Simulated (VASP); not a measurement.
Input of a VASP 6.6.1 run:

The input INCAR:

```
  ALGO = Normal
  EDIFF = 1E-7
  EDIFFG = -0.01
  ENCUT = 600
  GGA = PS
  IBRION = 2
  ISIF = 3
  ISMEAR = -1
  ISPIN = 2
  IVDW = 12
  LASPH = T
  LCHARG = F
  LMAXMIX = 4
  LORBIT = 11
  LREAL = F
  LWAVE = F
  MAGMOM = 4 0 0
  NELM = 150
  NSW = 60
  PREC = Accurate
  SIGMA = 0.05
```

The input KPOINTS:

```
k-points
0
Gamma
  11 11 6
```

File POSCAR:

```
MnO2
1.0
    2.8565781804      0.0000000000      0.0000000000
   -1.4282890902      2.4738692722      0.0000000000
    0.0000000000      0.0000000000      4.6013740589
Mn O
1 2
Direct
    0.0000000000      0.0000000000      0.5000000000
    0.3333333333      0.6666666667      0.7062925700
    0.6666666667      0.3333333333      0.2937074300
```

Potentials or basis: VASP PAW PBE potentials, release 64 (Mn_pv, O).

The run is started by

```bash
$ cat potpaw_PBE.64/Mn_pv/POTCAR potpaw_PBE.64/O/POTCAR > POTCAR
$ mpirun -np 1 vasp_std > vasp.out
```

Q: Estimate the net moment.

A: 3.00 μB per cell.

Q: What does it give for the space group after relaxing (to 0.1 Å)?

A: P-3m1 (No. 164).

Q: Estimate the band gap on the k mesh.

A: 0.61 eV (least direct gap 0.67 eV).

Final structure:
```
Mn O
1.0
     2.83789    0.00000    0.00000
    -1.41894    2.45768    0.00000
     0.00000    0.00000    4.40037
Mn O
1 2
Direct
  0.00000 0.00000 0.50000
  0.33333 0.66667 0.71616
  0.66667 0.33333 0.28384
```

Caveat: semilocal functionals underestimate gaps, and a narrow one can read as zero; a cell with one magnetic atom can't hold antiferromagnetic order, which such compounds often take. A k mesh can miss the band edges.
